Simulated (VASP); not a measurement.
# NbTe (P-6m2) in VASP: settings compared, part 2 of 2

VASP 6.6.1.

## (4) Single point, HSE06

This run uses another cell than the first one, of 22.37 Å³/atom.

Contents of POSCAR:

```
NbTe
1.0
    3.7274981105      0.0000000000      0.0000000000
   -1.8637490552      3.2281080563      0.0000000000
    0.0000000000      0.0000000000      3.7186766865
Te Nb
1 1
Direct
    0.6666666667      0.3333333333      0.0000000000
    0.0000000000      0.0000000000      0.5000000000
```

Contents of INCAR.step1:

```
SYSTEM = NbTe
ALGO = Normal ; EDIFF = 1E-5
ENCUT = 520 ; GGA = PE
ISIF = 2 ; ISMEAR = -1
LASPH = .TRUE. ; LREAL = .FALSE.
LWAVE = .TRUE. ; NBANDS = 16
NELM = 80 ; PREC = Accurate
SIGMA = 0.05
```

Contents of INCAR.step2:

```
SYSTEM = NbTe
ALGO = Normal ; EDIFF = 1E-6
ENCUT = 520 ; GGA = PE
HFSCREEN = 0.2079 ; ISIF = 2
ISMEAR = -1 ; ISTART = 1
LASPH = .TRUE. ; LCHARG = .TRUE.
LELF = .TRUE. ; LHFCALC = .TRUE.
LREAL = .FALSE. ; LVHAR = .TRUE.
LWAVE = .FALSE. ; NBANDS = 16
NELM = 80 ; PREC = Accurate
PRECFOCK = Normal ; SIGMA = 0.05
```

Contents of KPOINTS:

```
k-points
0
G
  6 6 4
  0 0 0
```

Potentials or basis: VASP PAW PBE potentials, release 64 (Te, Nb_sv).

Command:

```console
$ cat potpaw_PBE.64/Te/POTCAR potpaw_PBE.64/Nb_sv/POTCAR > POTCAR
$ cp INCAR.step1 INCAR
$ mpirun -np 1 vasp_std > vasp.out
$ cp INCAR.step2 INCAR
$ mpirun -np 1 vasp_std > vasp.out
```

OUTCAR:

```text
SYSTEM = NbTe
   EDIFF = 1E-6
   ENCUT = 520
   GGA = PE
   HFSCREEN = 0.2079
   ISIF = 2
   ISMEAR = -1
   ISTART = 1
   LASPH = .TRUE.
   LHFCALC = .TRUE.
   LREAL = .FALSE.
   NELM = 80
   PREC = Accurate
   PRECFOCK = Normal

 ion  position               nearest neighbor table
   1  0.667  0.333  0.000-   2 2.84   2 2.84   2 2.84   2 2.84   2 2.84   2 2.84
   2  0.000  0.000  0.500-   1 2.84   1 2.84   1 2.84   1 2.84   1 2.84   1 2.84

[... 593 lines left out ...]

------------------------ aborting loop because EDIFF is reached ----------------------------------------

  FORCE on cell =-STRESS in cart. coord.  units (eV):
  Direction    XX          YY          ZZ          XY          YZ          ZX
  --------------------------------------------------------------------------------------
  -------------------------------------------------------------------------------------
  Total       -2.2819491     -2.2819491     -1.9329154     -0.0000000      0.0000000      0.0000000
  in kB      -81.7076319    -81.7076319    -69.2101050     -0.0000000      0.0000000      0.0000000
  external PRESSURE =     -77.5417896 kB  Pullay stress =       0.0000000 kB

 VOLUME and BASIS-vectors are now :
 -----------------------------------------------------------------------------
  energy-cutoff  :      520.00
  volume of cell :       44.75
      direct lattice vectors                 reciprocal lattice vectors
     3.727498111  0.000000000  0.000000000     0.268276461  0.154889487  0.000000000
    -1.863749055  3.228108056  0.000000000     0.000000000  0.309778973  0.000000000
     0.000000000  0.000000000  3.718676686     0.000000000  0.000000000  0.268912865

 POSITION                                       TOTAL-FORCE (eV/Angst)
 -----------------------------------------------------------------------------------
      1.86375      1.07604      0.00000         0.000000      0.000000      0.000000
      0.00000      0.00000      1.85934         0.000000      0.000000      0.000000
 -----------------------------------------------------------------------------------
    total drift:                               -0.000003      0.000005     -0.000009

  FREE ENERGIE OF THE ION-ELECTRON SYSTEM (eV)
  ---------------------------------------------------
  free  energy   TOTEN  =       -16.2559403489 eV

  energy  without entropy=      -16.2486341527  energy(sigma->0) =      -16.25228725
```

OUTCAR.step1:

```text
SYSTEM = NbTe
   EDIFF = 1E-5
   ENCUT = 520
   GGA = PE
   ISIF = 2
   ISMEAR = -1
   LASPH = .TRUE.
[... 615 lines left out ...]
      1.86375      1.07604      0.00000         0.000000     -0.000000      0.000000
      0.00000      0.00000      1.85934        -0.000000      0.000000      0.000000
 -----------------------------------------------------------------------------------
    total drift:                               -0.000000      0.000000      0.000000

  FREE ENERGIE OF THE ION-ELECTRON SYSTEM (eV)
  ---------------------------------------------------
  free  energy   TOTEN  =       -13.6361076911 eV

  energy  without entropy=      -13.6233655018  energy(sigma->0) =      -13.62973660
```

OSZICAR.step1:

```text
N       E                     dE             d eps       ncg     rms          rms(c)
DAV:   1     0.147013154330E+03    0.14701E+03   -0.94531E+03   672   0.109E+03
DAV:   2    -0.397345903093E+01   -0.15099E+03   -0.14703E+03   864   0.364E+02
DAV:   3    -0.138278871995E+02   -0.98544E+01   -0.97478E+01  1256   0.699E+01
DAV:   4    -0.140590786168E+02   -0.23119E+00   -0.23095E+00   776   0.102E+01
DAV:   5    -0.140694147633E+02   -0.10336E-01   -0.10331E-01  1144   0.206E+00    0.676E+00
DAV:   6    -0.136605029573E+02    0.40891E+00   -0.13887E+00  1040   0.986E+00    0.290E+00
DAV:   7    -0.136418269425E+02    0.18676E-01   -0.68943E-02   816   0.193E+00    0.159E+00
DAV:   8    -0.136359572307E+02    0.58697E-02   -0.20225E-02   976   0.940E-01    0.206E-01
DAV:   9    -0.136360456783E+02   -0.88448E-04   -0.19455E-03   944   0.337E-01    0.135E-01
DAV:  10    -0.136361131824E+02   -0.67504E-04   -0.30232E-04   928   0.174E-01    0.195E-02
DAV:  11    -0.136361076911E+02    0.54912E-05   -0.27040E-05   736   0.534E-02
   1 F= -.13636108E+02 E0= -.13629737E+02  d E =-.127422E-01
```

It took 38 min on 1 thread of Intel Xeon Platinum 8375C at 2.90GHz (Ice Lake), shared host; peak memory 0.3 GiB.

Results:

- Free energy: -16.2559 eV
- Pressure: -7.8 GPa
- Band gap on the k mesh: zero (an odd number of electrons rules out a gap without spin polarisation)

Caveat: the k points lie up to 0.42 Å⁻¹ apart, too coarse for converged energies and pressures of a metal; the PAW data sets were made with another functional, which shifts forces and pressure a little; spin-orbit coupling is left out, which moves the levels of the heavy elements.

## (5) Single point, LDA

This run uses another cell than the first one, of 20.59 Å³/atom.

Contents of INCAR:

```
  PREC = Accurate
  ENCUT = 520
  EDIFF = 1E-6
  ISMEAR = -1
  SIGMA = 0.05
  LREAL = False
  LASPH = True
  NELM = 80
  ALGO = Normal
  ISIF = 2
  LWAVE = False
  LCHARG = False
  GGA = CA
  NBANDS = 16
```

Contents of KPOINTS:

```
regular mesh
0
Gamma
  8 8 7
```

Contents of POSCAR:

```
NbTe
1.0
    3.6103423322      0.0000000000      0.0000000000
   -1.8051711661      3.1266481761      0.0000000000
    0.0000000000      0.0000000000      3.6487918729
Te Nb
1 1
Direct
    0.6666666667      0.3333333333      0.0000000000
    0.0000000000      0.0000000000      0.5000000000
```

Potentials or basis: VASP PAW LDA potentials, release 64 (Te, Nb_sv).

Command:

```console
$ cat potpaw_LDA.64/Te/POTCAR potpaw_LDA.64/Nb_sv/POTCAR > POTCAR
$ mpirun -np 1 vasp_std > vasp.out
```

Run time: 24 s. Hardware: 1 thread of Intel Xeon 8259CL, shared host; peak memory 0.16 GiB.

Results (log left out):

| Property | Result |
| --- | --- |
| Free energy | -15.5266 eV |
| Pressure | 0.0 GPa |
| Band gap on the k mesh | zero (an odd number of electrons rules out a gap without spin polarisation) |

Levels at points of the mesh, in eV from the Fermi level:
| k point | band 6 | band 7 | band 8 | band 9 | band 10 | band 11 | band 12 | band 13 | band 14 | band 15 |
| --- | --- | --- | --- | --- | --- | --- | --- | --- | --- | --- |
| (0.00, 0.00, 0.00) | -3.30 | -3.24 | -3.24 | -2.45 | 0.12 | 0.12 | 2.68 | 2.68 | 3.29 | 6.00 |
| (0.50, 0.00, 0.00) | -7.55 | -4.12 | -2.89 | -2.56 | -0.23 | 1.36 | 1.71 | 3.20 | 4.04 | 5.84 |

Caveat: spin-orbit coupling is left out, which moves the levels of the heavy elements.

## (6) Single point, PBEsol

This run uses another cell than the first one, of 20.96 Å³/atom.

Contents of INCAR:

```
PREC = Accurate
ENCUT = 520
EDIFF = 1E-7
ISMEAR = -1
SIGMA = 0.05
LREAL = False
LASPH = True
NELM = 80
ALGO = Normal
ISIF = 2
LWAVE = False
LCHARG = False
GGA = PS
NBANDS = 16
```

KPOINTS is that of step 5.

Contents of POSCAR:

```
NbTe
1.0
    3.6298762571      0.0000000000      0.0000000000
   -1.8149381286      3.1435650513      0.0000000000
    0.0000000000      0.0000000000      3.6739123303
Te Nb
1 1
Direct
    0.6666666667      0.3333333333      0.0000000000
    0.0000000000      0.0000000000      0.5000000000
```

Potentials or basis: VASP PAW PBE potentials, release 64 (Te, Nb_sv).

Command:

```console
$ cat potpaw_PBE.64/Te/POTCAR potpaw_PBE.64/Nb_sv/POTCAR > POTCAR
$ mpirun -np 1 vasp_std > vasp.out
```

It took 32 s on 1 thread of Intel Xeon 8259CL, shared host; peak memory 0.17 GiB.

Results (log left out):

| Item | Value |
| --- | --- |
| Free energy | -14.9043 eV |
| Pressure | -0.1 GPa |
| Band gap on the k mesh | zero (an odd number of electrons rules out a gap without spin polarisation) |

Levels at points of the mesh, in eV from the Fermi level:
```tsv
k point	band 8	band 9	band 10	band 11	band 12	band 13
(0.00, 0.00, 0.00)	-3.18	-2.48	0.13	0.13	2.62	2.62
(0.50, 0.00, 0.00)	-2.84	-2.56	-0.23	1.35	1.68	3.12
```

Caveat: the PAW data sets were made with another functional, which shifts forces and pressure a little; spin-orbit coupling is left out, which moves the levels of the heavy elements.

## (7) Summary

| level | potentials or basis | cell | k mesh | smearing | grid for exact exchange (PRECFOCK) | share of exact exchange | screening parameter | gap on the mesh (eV) | pressure (GPa) |
| --- | --- | --- | --- | --- | --- | --- | --- | --- | --- |
| PBE | VASP PAW PBE potentials, release 64 (Te, Nb_sv) | a = 3.703, b = 3.703, c = 3.694 Å, angles 90.0, 90.0, 120.0°, 2 atoms | 8 × 8 × 7 | gaussian 0.017 eV | - | - | - | none | -0.8 |
| PBE | VASP PAW PBE potentials, release 64 (Te, Nb_sv) | a = 3.703, b = 3.703, c = 3.694 Å, angles 90.0, 90.0, 120.0°, 2 atoms | 8 × 8 × 7 | gaussian 0.018 eV | - | - | - | none | -0.8 |
| HSE06 | VASP PAW PBE potentials, release 64 (Te, Nb_sv) | a = 3.727, b = 3.727, c = 3.719 Å, angles 90.0, 90.0, 120.0°, 2 atoms | 6 × 6 × 4 | fermi-dirac 0.05 eV | Normal | 0.25 | 0.2079 1/Å | none | -7.8 |
| LDA | VASP PAW LDA potentials, release 64 (Te, Nb_sv) | a = 3.610, b = 3.610, c = 3.649 Å, angles 90.0, 90.0, 120.0°, 2 atoms | 8 × 8 × 7 | fermi-dirac 0.05 eV | - | - | - | none | 0.0 |
| PBEsol | VASP PAW PBE potentials, release 64 (Te, Nb_sv) | a = 3.630, b = 3.630, c = 3.674 Å, angles 90.0, 90.0, 120.0°, 2 atoms | 8 × 8 × 7 | fermi-dirac 0.05 eV | - | - | - | none | -0.1 |

Alike in all rows: task single point; no spin polarisation; cutoff (eV) 520.

Caveats: some runs use coarse meshes; spin-orbit coupling is left out, which moves the levels of the heavy elements; the PAW data sets were made with another functional, which shifts forces and pressure a little (at least some runs).

Absolute energies hang on the potentials; compare differences alone.
